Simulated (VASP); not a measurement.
# MgSc2C2 (P-6m2) in VASP: further runs

Runs on MgSc2C2. Level: PBE. Tasks: single point, relaxation of cell and atoms.

All numbers are computed with VASP 6.6.1; they aren't measurements. Logs are shortened: lines on timing, memory, paths and dates and some standing lists are left out, and cuts for length are marked.

## 1. The cell of the first run

Symmetry: P-6m2, No. 187, hexagonal system. Conventional cell: a = 3.538 Å, b = 3.538 Å, c = 6.399 Å, α = 90.00°, β = 90.00°, γ = 120.00°. Within 2.7 Å of Mg (site symmetry -6m2) lie 3 C at 2.04 Å. Within 3.2 Å of Sc (site symmetry 3m) lie 6 C at 2.43 to 2.78 Å and 1 Sc at 2.63 Å and 3 Mg at 2.78 Å. Within 3.2 Å of C (site symmetry -6m2) lie 6 Sc at 2.43 Å and 2 Mg at 3.20 Å. Within 2.7 Å of C (site symmetry -6m2) lie 3 Mg at 2.04 Å.

## 2. Single point, PBE

INCAR

```
PREC = Accurate ; ENCUT = 520
EDIFF = 1E-6 ; ISMEAR = 0
SIGMA = 0.1 ; LREAL = False
LASPH = True ; NELM = 80
ALGO = Normal ; ISIF = 2
LWAVE = False ; LCHARG = True
GGA = PE ; LELF = True
LVHAR = True ; NBANDS = 24
```

KPOINTS

```
regular mesh
0
Gamma
  12 12 6
```

POSCAR

```
MgSc2C2
1.0
    3.5381045990      0.0000000000      0.0000000000
   -1.7690522995      3.0640884639      0.0000000000
    0.0000000000      0.0000000000      6.3992619480
Mg Sc C
1 2 2
Direct
    0.6666666667      0.3333333333      0.0000000000
    0.0000000000      0.0000000000      0.7057884183
    0.0000000000      0.0000000000      0.2942115817
    0.6666666667      0.3333333333      0.5000000000
    0.3333333333      0.6666666667      0.0000000000
```

Potentials or basis: VASP PAW PBE potentials, release 64 (Mg, Sc_sv, C).

Started as:

```bash
> cat potpaw_PBE.64/Mg/POTCAR potpaw_PBE.64/Sc_sv/POTCAR potpaw_PBE.64/C/POTCAR > POTCAR
> mpirun -np 1 vasp_std > vasp.out
```

OUTCAR:

```text
PREC = Accurate
   ENCUT = 520
   EDIFF = 1E-6
   ISMEAR = 0
   LREAL = False
   LASPH = True
   NELM = 80
   ISIF = 2
   GGA = PE

 ion  position               nearest neighbor table
   1  0.667  0.333  0.000-   5 2.04   5 2.04   5 2.04   2 2.78   3 2.78   2 2.78   3 2.78   2 2.78
                             3 2.78
   2  0.000  0.000  0.706-   4 2.43   4 2.43   4 2.43   3 2.63   1 2.78   1 2.78   1 2.78
   3  0.000  0.000  0.294-   4 2.43   4 2.43   4 2.43   2 2.63   1 2.78   1 2.78   1 2.78
   4  0.667  0.333  0.500-   2 2.43   3 2.43   2 2.43   3 2.43   2 2.43   3 2.43
   5  0.333  0.667  0.000-   1 2.04   1 2.04   1 2.04

  LATTYP: Found a hexagonal cell.
 ALAT       =     3.5381045990
 C/A-ratio  =     1.8086695203

  Lattice vectors:

 A1 = (   3.5381045990,   0.0000000000,   0.0000000000)
 A2 = (  -1.7690522995,   3.0640884639,   0.0000000000)
 A3 = (   0.0000000000,   0.0000000000,   6.3992619480)

Analysis of symmetry for initial positions (statically):
=====================================================================
 Subroutine PRICEL returns:
 Original cell was already a primitive cell.

 Routine SETGRP: Setting up the symmetry group for a
 hexagonal supercell.

 Subroutine GETGRP returns: Found 12 space group operations
 (whereof 12 operations were pure point group operations)
 out of a pool of 24 trial point group operations.

The static configuration has the point symmetry D_3h.

Analysis of symmetry for dynamics (positions and initial velocities):
=====================================================================
 Subroutine PRICEL returns:
 Original cell was already a primitive cell.

 Routine SETGRP: Setting up the symmetry group for a
 hexagonal supercell.

 Subroutine GETGRP returns: Found 12 space group operations
 (whereof 12 operations were pure point group operations)
 out of a pool of 24 trial point group operations.

The dynamic configuration has the point symmetry D_3h.

 Subroutine INISYM returns: Found 12 space group operations
 (whereof 12 operations are pure point group operations),
 and found     1 'primitive' translations

----------------------------------------------------------------------------------------

                                     Primitive cell

  volume of cell :      69.3748

  direct lattice vectors                    reciprocal lattice vectors
     3.538104599  0.000000000  0.000000000     0.282637206  0.163180667  0.000000000
    -1.769052299  3.064088464  0.000000000     0.000000000  0.326361334  0.000000000
     0.000000000  0.000000000  6.399261948     0.000000000  0.000000000  0.156268021

  length of vectors
     3.538104599  3.538104599  6.399261948     0.326361334  0.326361334  0.156268021

  position of ions in fractional coordinates (direct lattice)
     0.666666667  0.333333333  0.000000000
     0.000000000  0.000000000  0.705788418
     0.000000000  0.000000000  0.294211582
     0.666666667  0.333333333  0.500000000
     0.333333333  0.666666667  0.000000000

  ion indices of the primitive-cell ions
   primitive index   ion index
                 1           1
                 2           2
                 3           3
                 4           4
                 5           5

----------------------------------------------------------------------------------------

 KPOINTS: regular mesh

Automatic generation of k-mesh.
 Grid dimensions read from file:
 generate k-points for:   12   12    6

 Generating k-lattice:

  Cartesian coordinates                     Fractional coordinates (reciprocal lattice)
     0.023553101  0.013598389  0.000000000     0.083333333  0.000000000  0.000000000
     0.000000000  0.027196778  0.000000000     0.000000000  0.083333333  0.000000000
     0.000000000  0.000000000  0.026044670     0.000000000  0.000000000  0.166666667

  Length of vectors
     0.027196778  0.027196778  0.026044670

  Shift w.r.t. Gamma in fractional coordinates (k-lattice)
     0.000000000  0.000000000  0.000000000

 Subroutine IBZKPT returns following result:
 ===========================================

 Found     76 irreducible k-points:

 Following reciprocal coordinates:
            Coordinates               Weight
  0.000000  0.000000  0.000000      1.000000
  0.083333  0.000000  0.000000      6.000000
  0.166667 -0.000000  0.000000      6.000000
  0.250000  0.000000  0.000000      6.000000
  0.333333  0.000000  0.000000      6.000000
  0.416667  0.000000  0.000000      6.000000
[... 16 lines left out ...]
  0.250000  0.000000  0.166667     12.000000
  0.333333  0.000000  0.166667     12.000000
 [... further k-points ...]
   k-points           NKPTS =     76   k-points in BZ     NKDIM =     76   number of bands    NBANDS=     24
   number of dos      NEDOS =    301   number of ions     NIONS =      5
   total plane-waves  NPLWV =  37632
   dimension x,y,z NGX =    28 NGY =   28 NGZ =   48
   dimension x,y,z NGXF=    56 NGYF=   56 NGZF=   96
   ions per type =               1   2   2
   NGX,Y,Z   is equivalent  to a cutoff of  13.16, 13.16, 12.47 a.u.
   NGXF,Y,Z  is equivalent  to a cutoff of  26.31, 26.31, 24.94 a.u.
 SYSTEM =  unknown system
   PREC   = accura    normal or accurate (medium, high low for compatibility)
   ISTART =      0    job   : 0-new  1-cont  2-samecut
   ICHARG =      2    charge: 1-file 2-atom 10-const
   ISPIN  =      1    spin polarized calculation?
   LNONCOLLINEAR =      F non collinear calculations
   LSORBIT =      F    spin-orbit coupling
   LASPH  =      T    aspherical Exc in radial PAW
   ENCUT  =  520.0 eV  38.22 Ry    6.18 a.u.   6.58  6.58 11.90*2*pi/ulx,y,z
   NELM   =     80;   NELMIN=  2; NELMDL= -5     # of ELM steps
   EDIFF  = 0.1E-05   stopping-criterion for ELM
   LREAL  =      F    real-space projection
   EDIFFG = 0.1E-04   stopping-criterion for IOM
   NSW    =      0    number of steps for IOM
   IBRION =     -1    ionic relax: 0-MD 1-quasi-New 2-CG
   NFREE  =      0    steps in history (QN), initial steepest desc. (CG)
   ISIF   =      2    stress and relaxation
   ISYM   =      2    0-nonsym 1-usesym 2-fastsym
   POTIM  = 0.5000    time-step for ionic-motion
   TEBEG  =    0.0;   TEEND  =   0.0 temperature during run
   PSTRESS=    0.0 pullay stress
   NELECT =      32.0000    total number of electrons
   NUPDOWN=      -1.0000    fix difference up-down
   EMIN   =  10.00;   EMAX   =-10.00  energy-range for DOS
   EFERMI =   0.00;   METHOD = LEGACY
   ISMEAR =     0;   SIGMA  =   0.10  broadening in eV -4-tet -1-fermi 0-gaus
   EFERMI_NEDOS =   21; number of points for ismear=-14 and -15
   IALGO  =     38    algorithm
   IMIX   =      4    mixing-type and parameters
     AMIX     =   0.40;   BMIX     =  1.00
     AMIX_MAG =   1.60;   BMIX_MAG =  1.00
  volume/ion in A,a.u.               =      13.87        93.63
  Fermi-wavevector in a.u.,A,eV,Ry     =   1.264904  2.390322 21.769076  1.599982
  Thomas-Fermi vector in A             =   2.398185
   LORBIT       =      0    0 simple, 1 ext, 2 COOP (PROOUT), +10 PAW based schemes
   GGA     = PE    functional components
   LHFCALC =     F    Hartree Fock is set to
   AEXX    =    0.0000 exact exchange contribution
   IVDW    =     0    specifies the selected vdW correction
   LEPSILON=     F    determine dielectric tensor
   LRPA    =     F    only Hartree local field effects (RPA)
 non-spin polarized calculation
 Gauss-broadening in eV      SIGMA  =   0.10
  energy-cutoff  :      520.00
  volume of cell :       69.37
 maximum number of plane-waves:      1907
 NGX is ok and might be reduce to    28
   NGX = 13   NGY = 13   NGZ = 23

 number of electron      31.9999997 magnetization

 Free energy of the ion-electron system (eV)
  ---------------------------------------------------
  ext. energy  EPLUGINS =         0.00000000
  ---------------------------------------------------
  free energy    TOTEN  =       -31.68905607 eV

  energy without entropy =      -31.68681784  energy(sigma->0) =      -31.68793695

 E-fermi :   4.7683     XC(G=0): -10.7978

 val. band max:        4.7616221913   @ k =   0.4167   0.0000   0.0000
 cond. band min:       4.7750132002   @ k =   0.0000   0.0000   0.0000
 fundamental gap:      0.0133910089
 Fermi energy:         4.7682537560

 k-point     1 :       0.0000    0.0000    0.0000
  band No.  band energies     occupation
      1     -44.6286      2.00000
      2     -44.5210      2.00000
      3     -23.6698      2.00000
      4     -23.1440      2.00000
      5     -23.1440      2.00000
      6     -23.0597      2.00000
[... 16 lines left out ...]
     23       8.1481      0.00000
     24       8.1481      0.00000

 k-point     2 :       0.0833    0.0000    0.0000
  band No.  band energies     occupation
      1     -44.6275      2.00000
      2     -44.5200      2.00000
      3     -23.6673      2.00000
      4     -23.1554      2.00000
      5     -23.1466      2.00000
      6     -23.0692      2.00000
[... 16 lines left out ...]
     23       8.1711      0.00000
     24       8.3927      0.00000

 k-point     3 :       0.1667   -0.0000    0.0000
  band No.  band energies     occupation
      1     -44.6247      2.00000
      2     -44.5174      2.00000
      3     -23.6606      2.00000
      4     -23.1863      2.00000
      5     -23.1537      2.00000
      6     -23.0953      2.00000
[... 16 lines left out ...]
     23       8.2431      0.00000
     24       9.0525      0.00000

 k-point     4 :       0.2500    0.0000    0.0000
  band No.  band energies     occupation
      1     -44.6207      2.00000
      2     -44.5139      2.00000
      3     -23.6512      2.00000
      4     -23.2282      2.00000
      5     -23.1633      2.00000
      6     -23.1306      2.00000
[... 16 lines left out ...]
     23       8.3533      0.00000
     24       9.0643      0.00000

 k-point     5 :       0.3333    0.0000    0.0000
  band No.  band energies     occupation
      1     -44.6168      2.00000
      2     -44.5103      2.00000
      3     -23.6419      2.00000
      4     -23.2697      2.00000
      5     -23.1728      2.00000
      6     -23.1657      2.00000
[... 16 lines left out ...]
     23       8.4893      0.00000
     24       8.7228      0.00000

 k-point     6 :       0.4167    0.0000    0.0000
  band No.  band energies     occupation
      1     -44.6139      2.00000
      2     -44.5077      2.00000
      3     -23.6350      2.00000
      4     -23.2999      2.00000
      5     -23.1911      2.00000
      6     -23.1798      2.00000
[... 16 lines left out ...]
     23       8.3455      0.00000
     24       8.6506      0.00000
[... 379 lines left out ...]
 k-point    21 :       0.0833    0.0000    0.1667
  band No.  band energies     occupation
      1     -44.6271      2.00000
      2     -44.5205      2.00000
      3     -23.6595      2.00000
      4     -23.1547      2.00000
      5     -23.1460      2.00000
      6     -23.0699      2.00000
[... 16 lines left out ...]
     23       8.1362      0.00000
     24       8.5384      0.00000

 k-point    22 :       0.1667   -0.0000    0.1667
  band No.  band energies     occupation
      1     -44.6242      2.00000
      2     -44.5179      2.00000
      3     -23.6529      2.00000
      4     -23.1855      2.00000
      5     -23.1531      2.00000
      6     -23.0961      2.00000
[... 16 lines left out ...]
     23       8.1482      0.00000
     24       9.0104      0.00000

 k-point    23 :       0.2500    0.0000    0.1667
  band No.  band energies     occupation
      1     -44.6203      2.00000
      2     -44.5143      2.00000
      3     -23.6439      2.00000
      4     -23.2272      2.00000
      5     -23.1627      2.00000
      6     -23.1316      2.00000
[... 16 lines left out ...]
     23       8.1734      0.00000
     24       9.1461      0.00000

 k-point    24 :       0.3333    0.0000    0.1667
  band No.  band energies     occupation
      1     -44.6163      2.00000
      2     -44.5108      2.00000
      3     -23.6349      2.00000
      4     -23.2685      2.00000
      5     -23.1722      2.00000
      6     -23.1669      2.00000
[... 16 lines left out ...]
     23       8.1849      0.00000
     24       8.9679      0.00000

 [... further k-points ...]
[... 5 lines left out ...]
  --------------------------------------------------------------------------------------
  -------------------------------------------------------------------------------------
  Total        0.1766764      0.1766764      0.1577030      0.0000000     -0.0000000      0.0000000
  in kB        4.0802551      4.0802551      3.6420728      0.0000000     -0.0000000      0.0000000
  external PRESSURE =       3.9341943 kB  Pullay stress =       0.0000000 kB

 VOLUME and BASIS-vectors are now :
 -----------------------------------------------------------------------------
  energy-cutoff  :      520.00
  volume of cell :       69.37
      direct lattice vectors                 reciprocal lattice vectors
     3.538104599  0.000000000  0.000000000     0.282637206  0.163180667  0.000000000
    -1.769052299  3.064088464  0.000000000     0.000000000  0.326361334  0.000000000
     0.000000000  0.000000000  6.399261948     0.000000000  0.000000000  0.156268021

 POSITION                                       TOTAL-FORCE (eV/Angst)
 -----------------------------------------------------------------------------------
      1.76905      1.02136      0.00000        -0.000000      0.000000      0.000000
      0.00000      0.00000      4.51652         0.000000     -0.000000      0.032556
      0.00000      0.00000      1.88274         0.000000     -0.000000     -0.032556
      1.76905      1.02136      3.19963         0.000000     -0.000000      0.000000
     -0.00000      2.04273      0.00000         0.000000     -0.000000      0.000000
 -----------------------------------------------------------------------------------
    total drift:                               -0.000000      0.000000      0.000000

  FREE ENERGIE OF THE ION-ELECTRON SYSTEM (eV)
  ---------------------------------------------------
  free  energy   TOTEN  =       -31.6890560710 eV

  energy  without entropy=      -31.6868178372  energy(sigma->0) =      -31.68793695
```

Run time: 88 s. Hardware: 1 thread of Intel Xeon 6975P-C (Granite Rapids), shared host; peak memory 0.26 GiB.

Results:

```
Free energy            : -31.6891 eV
Pressure               : 0.4 GPa
Largest force          : 0.033 eV/Å
Band gap on the k mesh : zero (band 16 reaches 4.99 eV, above the bottom of band 17 at 4.71 eV)
```

Forces in eV/Å, atoms in the order of the input:
```
Mg   0.000  0.000  0.000
Sc   0.000  0.000  0.033
Sc   0.000  0.000 -0.033
C    0.000  0.000  0.000
C    0.000  0.000  0.000
```

Levels at points of the mesh, in eV from the Fermi level:
```tsv
k point	band 14	band 15	band 16	band 17	band 18	band 19
(0.00, 0.00, 0.00)	0.01	0.06	0.22	0.22	1.41	1.41
(0.50, 0.00, 0.00)	-1.91	-1.83	-0.59	-0.06	1.94	2.95
(0.00, 0.00, 0.50)	-0.98	-0.82	-0.82	0.93	1.68	1.68
(0.50, 0.00, 0.50)	-1.60	-1.45	-1.13	0.51	1.81	2.40
```

## 3. Relaxation of cell and atoms, PBE

This run uses another cell than the first one, of 18.39 Å³/atom, 1.325 times its volume.

INCAR

```
PREC = Accurate
ENCUT = 600
EDIFF = 1E-7
ISMEAR = 0
SIGMA = 0.1
LREAL = False
LASPH = True
NELM = 100
ALGO = Normal
ISIF = 3
LWAVE = False
LCHARG = False
GGA = PE
IBRION = 2
NSW = 90
EDIFFG = -0.04
```

KPOINTS

```
Automatic mesh
0
Gamma
  6 6 4
```

POSCAR

```
MgSc2C2
1.0
    3.7863352800      0.0000000000      0.0000000000
   -1.8931676400      3.2790625400      0.0000000000
    0.0000000000      0.0000000000      7.4040821000
Mg Sc C
1 2 2
Direct
    0.6666666700      0.3333333300      0.0000000000
    0.0000000000      0.0000000000      0.7055339800
    0.0000000000      0.0000000000      0.2944660200
    0.6666666700      0.3333333300      0.5000000000
    0.3333333300      0.6666666700      0.0000000000
```

Potentials or basis: VASP PAW PBE potentials, release 64 (Mg, Sc_sv, C).

Started as:

```bash
> cat potpaw_PBE.64/Mg/POTCAR potpaw_PBE.64/Sc_sv/POTCAR potpaw_PBE.64/C/POTCAR > POTCAR
> mpirun -np 1 vasp_std > vasp.out
```

It took 3.7 min on 1 thread of Intel Xeon 6975P-C (Granite Rapids), shared host; peak memory 0.26 GiB.

Results (log left out):

```yaml
Free_energy: -31.6870 eV
Relaxed_volume: 13.91 Å³/atom
Relaxed_cell: a = 3.544 Å, b = 3.544 Å, c = 6.393 Å, α = 90.00°, β = 90.00°, γ = 120.00°
Space_group_after_relaxing_to_0.05_Å: P-6m2 (No. 187)
Energy_gained_by_relaxing: 327.7 meV/atom
Ionic_steps: 9
Pressure_after_relaxing: 0.0 GPa
Largest_force_after_relaxing: 0.004 eV/Å
Band_gap_on_the_k_mesh: zero (band 16 reaches 4.97 eV, above the bottom of band 17 at 4.68 eV)
```

Forces on the atoms (eV/Å):
```
Mg   0.000  0.000  0.000
Sc   0.000  0.000 -0.004
Sc   0.000  0.000  0.004
C    0.000  0.000  0.000
C    0.000  0.000  0.000
```

Stress tensor (GPa, compression positive):
```
-0.04  0.00  0.00
 0.00 -0.04  0.00
 0.00  0.00  0.07
```

Step by step:
```tsv
step	energy change (eV)	largest force (eV/Å)	pressure (GPa)	volume (Å³)
1	0.0000	1.3477	-17.53	91.93
2	-1.5109	1.0387	5.62	67.65
3	-1.5680	0.5614	0.08	70.73
4	-1.5673	0.5050	-0.54	71.12
5	-1.6197	0.3239	-0.77	70.59
6	-1.6361	0.1527	-0.84	70.10
7	-1.6362	0.1376	-0.84	70.06
8	-1.6373	0.1124	0.64	69.14
9	-1.6387	0.0041	0.00	69.53
```

Final structure:
```
Mg Sc C
1.0
     3.54381    0.00000    0.00000
    -1.77191    3.06903    0.00000
     0.00000    0.00000    6.39300
Mg Sc C
1 2 2
Direct
  0.66667 0.33333 0.00000
  0.00000 0.00000 0.70625
  0.00000 0.00000 0.29375
  0.66667 0.33333 0.50000
  0.33333 0.66667 0.00000
```

Levels at points of the mesh, in eV from the Fermi level:
```csv
k point,band 12,band 13,band 14,band 15,band 16,band 17,band 18,band 19,band 20
"(0.00, 0.00, 0.00)",-1.53,-1.53,0.02,0.11,0.24,0.24,1.42,1.42,1.89
"(0.50, 0.00, 0.00)",-2.34,-2.13,-1.88,-1.82,-0.57,-0.05,1.96,2.97,3.01
"(0.00, 0.00, 0.50)",-2.55,-0.95,-0.95,-0.81,-0.81,0.96,1.69,1.69,2.19
"(0.50, 0.00, 0.50)",-3.10,-1.76,-1.57,-1.44,-1.10,0.53,1.82,2.42,2.99
```

Caveat: the volume moved by over 15 % at a fixed basis, so the end points are rough.
